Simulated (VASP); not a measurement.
# Ba (P6/mmm) in VASP: settings compared

Aim: see how the results for Ba move with the level of theory and the settings. Levels: PBEsol, BLYP+D3(BJ), r2SCAN. Tasks: single point, relaxation of cell and atoms.

Program: VASP 6.6.1. These are calculated values, not measurements. Logs are shortened: lines on timing, memory, paths and dates and some standing lists are left out, and cuts for length are marked.

## (1) The cell of the first run

Symmetry: P6/mmm, No. 191, hexagonal system. The conventional cell has a = 6.781 Å, b = 6.781 Å, c = 3.781 Å, α = 90.00°, β = 90.00°, γ = 120.00°. Within 5.0 Å of Ba (site symmetry -6m2) lie 5 Ba at 3.78 to 3.92 Å.

This isn't the form of Ba at room conditions, which is bcc.

## (2) Single point, PBEsol

INCAR reads:

```
ALGO = Normal
EDIFF = 1E-7
ENCUT = 520
GGA = PS
ISIF = 2
ISMEAR = 1
LASPH = T
LCHARG = T
LELF = T
LREAL = F
LVHAR = T
LWAVE = F
NBANDS = 17
NELM = 80
PREC = Accurate
SIGMA = 0.1
```

KPOINTS reads:

```
k-points
0
Gamma
  4 4 7
```

POSCAR reads:

```
Ba
1.0
    6.7813406519      0.0000000000      0.0000000000
   -3.3906703260      5.8728132763      0.0000000000
    0.0000000000      0.0000000000      3.7811658529
Ba
2
Direct
    0.3333333333      0.6666666667      0.5000000000
    0.6666666667      0.3333333333      0.5000000000
```

Potentials or basis: VASP PAW PBE potentials, release 64 (Ba_sv).

On the command line:

```sh
cat potpaw_PBE.64/Ba_sv/POTCAR > POTCAR
mpirun -np 1 vasp_std > vasp.out
```

OUTCAR:

```text
EDIFF = 1E-7
   ENCUT = 520
   GGA = PS
   ISIF = 2
   ISMEAR = 1
   LASPH = T
   LREAL = F
   NELM = 80
   PREC = Accurate

 ion  position               nearest neighbor table
   1  0.333  0.667  0.500-   2 3.92   2 3.92   2 3.92
   2  0.667  0.333  0.500-   1 3.92   1 3.92   1 3.92

  LATTYP: Found a hexagonal cell.
 ALAT       =     6.7813406519
 C/A-ratio  =     0.5575838241

  Lattice vectors:

 A1 = (   6.7813406519,   0.0000000000,   0.0000000000)
 A2 = (  -3.3906703260,   5.8728132763,   0.0000000000)
 A3 = (   0.0000000000,   0.0000000000,   3.7811658529)

Analysis of symmetry for initial positions (statically):
=====================================================================
 Subroutine PRICEL returns:
 Original cell was already a primitive cell.

 Routine SETGRP: Setting up the symmetry group for a
 hexagonal supercell.

 Subroutine GETGRP returns: Found 24 space group operations
 (whereof 24 operations were pure point group operations)
 out of a pool of 24 trial point group operations.

The static configuration has the point symmetry D_6h.

Analysis of symmetry for dynamics (positions and initial velocities):
=====================================================================
 Subroutine PRICEL returns:
 Original cell was already a primitive cell.

 Routine SETGRP: Setting up the symmetry group for a
 hexagonal supercell.

 Subroutine GETGRP returns: Found 24 space group operations
 (whereof 24 operations were pure point group operations)
 out of a pool of 24 trial point group operations.

The dynamic configuration has the point symmetry D_6h.

 Subroutine INISYM returns: Found 24 space group operations
 (whereof 24 operations are pure point group operations),
 and found     1 'primitive' translations

----------------------------------------------------------------------------------------

                                     Primitive cell

  volume of cell :     150.5870

  direct lattice vectors                    reciprocal lattice vectors
     6.781340652  0.000000000  0.000000000     0.147463466  0.085138072  0.000000000
    -3.390670326  5.872813276  0.000000000     0.000000000  0.170276144  0.000000000
     0.000000000  0.000000000  3.781165853     0.000000000  0.000000000  0.264468695

  length of vectors
     6.781340652  6.781340652  3.781165853     0.170276144  0.170276144  0.264468695

  position of ions in fractional coordinates (direct lattice)
     0.333333333  0.666666667  0.500000000
     0.666666667  0.333333333  0.500000000

  ion indices of the primitive-cell ions
   primitive index   ion index
                 1           1
                 2           2

----------------------------------------------------------------------------------------

 KPOINTS: k-points

Automatic generation of k-mesh.
 Grid dimensions read from file:
 generate k-points for:    4    4    7

 Generating k-lattice:

  Cartesian coordinates                     Fractional coordinates (reciprocal lattice)
     0.036865867  0.021284518  0.000000000     0.250000000  0.000000000  0.000000000
     0.000000000  0.042569036  0.000000000     0.000000000  0.250000000  0.000000000
     0.000000000  0.000000000  0.037781242     0.000000000  0.000000000  0.142857143

  Length of vectors
     0.042569036  0.042569036  0.037781242

  Shift w.r.t. Gamma in fractional coordinates (k-lattice)
     0.000000000  0.000000000  0.000000000

 Subroutine IBZKPT returns following result:
 ===========================================

 Found     16 irreducible k-points:

 Following reciprocal coordinates:
            Coordinates               Weight
  0.000000  0.000000  0.000000      1.000000
  0.250000  0.000000  0.000000      6.000000
  0.500000  0.000000  0.000000      3.000000
  0.250000  0.250000  0.000000      6.000000
  0.000000  0.000000  0.142857      2.000000
  0.250000  0.000000  0.142857     12.000000
[... 8 lines left out ...]
  0.500000  0.000000  0.428571      6.000000
  0.250000  0.250000  0.428571     12.000000
   k-points           NKPTS =     16   k-points in BZ     NKDIM =     16   number of bands    NBANDS=     17
   number of dos      NEDOS =    301   number of ions     NIONS =      2
   total plane-waves  NPLWV =  70000
   dimension x,y,z NGX =    50 NGY =   50 NGZ =   28
   dimension x,y,z NGXF=   100 NGYF=  100 NGZF=   56
   ions per type =               2
   NGX,Y,Z   is equivalent  to a cutoff of  12.26, 12.26, 12.31 a.u.
   NGXF,Y,Z  is equivalent  to a cutoff of  24.52, 24.52, 24.62 a.u.
 SYSTEM =  unknown system
   PREC   = accura    normal or accurate (medium, high low for compatibility)
   ISTART =      0    job   : 0-new  1-cont  2-samecut
   ICHARG =      2    charge: 1-file 2-atom 10-const
   ISPIN  =      1    spin polarized calculation?
   LNONCOLLINEAR =      F non collinear calculations
   LSORBIT =      F    spin-orbit coupling
   LASPH  =      T    aspherical Exc in radial PAW
   ENCUT  =  520.0 eV  38.22 Ry    6.18 a.u.  12.61 12.61  7.03*2*pi/ulx,y,z
   NELM   =     80;   NELMIN=  2; NELMDL= -5     # of ELM steps
   EDIFF  = 0.1E-06   stopping-criterion for ELM
   LREAL  =      F    real-space projection
   EDIFFG = 0.1E-05   stopping-criterion for IOM
   NSW    =      0    number of steps for IOM
   IBRION =     -1    ionic relax: 0-MD 1-quasi-New 2-CG
   NFREE  =      0    steps in history (QN), initial steepest desc. (CG)
   ISIF   =      2    stress and relaxation
   ISYM   =      2    0-nonsym 1-usesym 2-fastsym
   POTIM  = 0.5000    time-step for ionic-motion
   TEBEG  =    0.0;   TEEND  =   0.0 temperature during run
   PSTRESS=    0.0 pullay stress
   NELECT =      20.0000    total number of electrons
   NUPDOWN=      -1.0000    fix difference up-down
   EMIN   =  10.00;   EMAX   =-10.00  energy-range for DOS
   EFERMI =   0.00;   METHOD = LEGACY
   ISMEAR =     1;   SIGMA  =   0.10  broadening in eV -4-tet -1-fermi 0-gaus
   EFERMI_NEDOS =   21; number of points for ismear=-14 and -15
   IALGO  =     38    algorithm
   IMIX   =      4    mixing-type and parameters
     AMIX     =   0.40;   BMIX     =  1.00
     AMIX_MAG =   1.60;   BMIX_MAG =  1.00
  volume/ion in A,a.u.               =      75.29       508.11
  Fermi-wavevector in a.u.,A,eV,Ry     =   0.835261  1.578415  9.492259  0.697661
  Thomas-Fermi vector in A             =   1.948790
   LORBIT       =      0    0 simple, 1 ext, 2 COOP (PROOUT), +10 PAW based schemes
   GGA     = PS    functional components
   LHFCALC =     F    Hartree Fock is set to
   AEXX    =    0.0000 exact exchange contribution
   IVDW    =     0    specifies the selected vdW correction
   LEPSILON=     F    determine dielectric tensor
   LRPA    =     F    only Hartree local field effects (RPA)
 non-spin polarized calculation
 Methfessel and Paxton  Order N= 1 SIGMA  =   0.10
  energy-cutoff  :      520.00
  volume of cell :      150.59
 maximum number of plane-waves:      4082
   NGX = 25   NGY = 25   NGZ = 15

 number of electron      19.9999998 magnetization

 Free energy of the ion-electron system (eV)
  ---------------------------------------------------
  ext. energy  EPLUGINS =         0.00000000
  ---------------------------------------------------
  free energy    TOTEN  =        -2.74787244 eV

  energy without entropy =       -2.75197512  energy(sigma->0) =       -2.74924000

 E-fermi :   0.7130     XC(G=0):  -6.7678

 val. band max:        0.6719837552   @ k =   0.2500   0.0000   0.0000
 cond. band min:       0.7440654950   @ k =   0.0000   0.0000   0.0000
 fundamental gap:      0.0720817399
 Fermi energy:         0.7129833225

 k-point     1 :       0.0000    0.0000    0.0000
  band No.  band energies     occupation
      1     -28.4730      2.00000
      2     -28.3736      2.00000
      3     -13.9047      2.00000
      4     -13.9047      2.00000
      5     -13.3951      2.00000
      6     -13.3951      2.00000
[... 9 lines left out ...]
     16       4.1822      0.00000
     17       4.1822      0.00000

 k-point     2 :       0.2500    0.0000    0.0000
  band No.  band energies     occupation
      1     -28.4605      2.00000
      2     -28.3864      2.00000
      3     -13.9267      2.00000
      4     -13.8544      2.00000
      5     -13.4499      2.00000
      6     -13.3695      2.00000
[... 9 lines left out ...]
     16       4.1041      0.00000
     17       4.2582      0.00000

 k-point     3 :       0.5000    0.0000    0.0000
  band No.  band energies     occupation
      1     -28.4402      2.00000
      2     -28.4070      2.00000
      3     -13.9468      2.00000
      4     -13.7848      2.00000
      5     -13.5238      2.00000
      6     -13.3457      2.00000
[... 9 lines left out ...]
     16       3.6494      0.00000
     17       4.0368      0.00000

 k-point     4 :       0.2500    0.2500    0.0000
  band No.  band energies     occupation
      1     -28.4402      2.00000
      2     -28.4070      2.00000
      3     -13.9590      2.00000
      4     -13.7517      2.00000
      5     -13.5575      2.00000
      6     -13.3330      2.00000
[... 9 lines left out ...]
     16       3.2956      0.00000
     17       3.9811      0.00000
[... 183 lines left out ...]
      1     -28.3699      2.00000
      2     -28.2983      2.00000
      3     -14.0307      2.00000
      4     -13.9064      2.00000
      5     -13.7936      2.00000
      6     -13.7250      2.00000
[... 9 lines left out ...]
     16       3.2140      0.00000
     17       3.4226      0.00000

 k-point    15 :       0.5000    0.0000    0.4286
  band No.  band energies     occupation
      1     -28.3503      2.00000
      2     -28.3183      2.00000
      3     -13.9967      2.00000
      4     -13.9412      2.00000
      5     -13.8120      2.00000
      6     -13.6575      2.00000
[... 9 lines left out ...]
     16       2.9410      0.00000
     17       4.5365      0.00000

 k-point    16 :       0.2500    0.2500    0.4286
  band No.  band energies     occupation
      1     -28.3503      2.00000
      2     -28.3183      2.00000
      3     -13.9967      2.00000
      4     -13.9411      2.00000
      5     -13.8229      2.00000
      6     -13.6275      2.00000
[... 9 lines left out ...]
     16       3.5349      0.00000
     17       3.8358      0.00000

------------------------ aborting loop because EDIFF is reached ----------------------------------------

  FORCE on cell =-STRESS in cart. coord.  units (eV):
  Direction    XX          YY          ZZ          XY          YZ          ZX
  --------------------------------------------------------------------------------------
  -------------------------------------------------------------------------------------
  Total        0.1199800      0.1199800      0.0334840     -0.0000000     -0.0000000      0.0000000
  in kB        1.2765325      1.2765325      0.3562543     -0.0000000     -0.0000000      0.0000000
  external PRESSURE =       0.9697731 kB  Pullay stress =       0.0000000 kB

 VOLUME and BASIS-vectors are now :
 -----------------------------------------------------------------------------
  energy-cutoff  :      520.00
  volume of cell :      150.59
      direct lattice vectors                 reciprocal lattice vectors
     6.781340652  0.000000000  0.000000000     0.147463466  0.085138072  0.000000000
    -3.390670326  5.872813276  0.000000000     0.000000000  0.170276144  0.000000000
     0.000000000  0.000000000  3.781165853     0.000000000  0.000000000  0.264468695

 POSITION                                       TOTAL-FORCE (eV/Angst)
 -----------------------------------------------------------------------------------
     -0.00000      3.91521      1.89058         0.000000      0.000000      0.000000
      3.39067      1.95760      1.89058        -0.000000     -0.000000     -0.000000
 -----------------------------------------------------------------------------------
    total drift:                                0.000000     -0.000000      0.000000

  FREE ENERGIE OF THE ION-ELECTRON SYSTEM (eV)
  ---------------------------------------------------
  free  energy   TOTEN  =        -2.7478724382 eV

  energy  without entropy=       -2.7519751228  energy(sigma->0) =       -2.74924000
```

Wall time 57 s (1 thread of Oxide Virtual Turin-like, shared host); peak memory 0.21 GiB.

What came out:

```
Free energy            : -2.7479 eV
Pressure               : 0.1 GPa
Band gap on the k mesh : zero (bands 10 and 11 overlap by 0.81 eV)
```

Stress tensor (GPa, compression positive):
```
0.13 0.00 0.00
0.00 0.13 0.00
0.00 0.00 0.04
```

Caveat: the PAW data sets were made with another functional, which shifts forces and pressure a little; spin-orbit coupling is left out, which moves the levels of the heavy elements.

## (3) Single point, BLYP+D3(BJ)

This run uses another cell than the first one, of 77.51 Å³/atom.

INCAR reads:

```
  AGGAC = 1.0
  AGGAX = 1.0
  ALDAC = 0.0
  ALDAX = 1.0
  ALGO = Normal
  EDIFF = 1E-6
  ENCUT = 520
  GGA = B5
  ISIF = 2
  ISMEAR = 1
  IVDW = 12
  LASPH = T
  LCHARG = F
  LREAL = F
  LWAVE = F
  NBANDS = 17
  NELM = 80
  PREC = Accurate
  SIGMA = 0.1
  VDW_A1 = 0.4298
  VDW_A2 = 4.2359
  VDW_S6 = 1.0
  VDW_S8 = 2.6996
```

KPOINTS is that of step 2.

POSCAR reads:

```
Ba
1.0
    6.8356080317      0.0000000000      0.0000000000
   -3.4178040158      5.9198102058      0.0000000000
    0.0000000000      0.0000000000      3.8311058447
Ba
2
Direct
    0.3333333333      0.6666666667      0.5000000000
    0.6666666667      0.3333333333      0.5000000000
```

Potentials or basis: VASP PAW PBE potentials, release 64 (Ba_sv).

On the command line:

```sh
cat potpaw_PBE.64/Ba_sv/POTCAR > POTCAR
mpirun -np 1 vasp_std > vasp.out
```

It took 2.5 min on 1 thread of Oxide Virtual Turin-like, shared host; peak memory 0.24 GiB.

The run converged. Its results:

- Free energy: -2.0241 eV
- Pressure: 0.1 GPa
- Band gap on the k mesh: zero (bands 10 and 11 overlap by 0.74 eV)
- Dispersion energy per atom: -0.402 eV

Levels at points of the mesh, in eV from the Fermi level:
| k point | band 6 | band 7 | band 8 | band 9 | band 10 | band 11 | band 12 | band 13 | band 14 | band 15 |
| --- | --- | --- | --- | --- | --- | --- | --- | --- | --- | --- |
| (0.00, 0.00, 0.00) | -14.24 | -13.98 | -13.88 | -2.18 | 0.07 | 0.36 | 0.75 | 0.75 | 1.11 | 1.11 |
| (0.50, 0.00, 0.00) | -14.20 | -13.95 | -13.91 | -1.29 | -0.58 | -0.17 | 0.48 | 0.51 | 0.84 | 1.94 |

Caveat: the PAW data sets were made with another functional, which shifts forces and pressure a little; spin-orbit coupling is left out, which moves the levels of the heavy elements.

(Continued in part 2 of 2.)
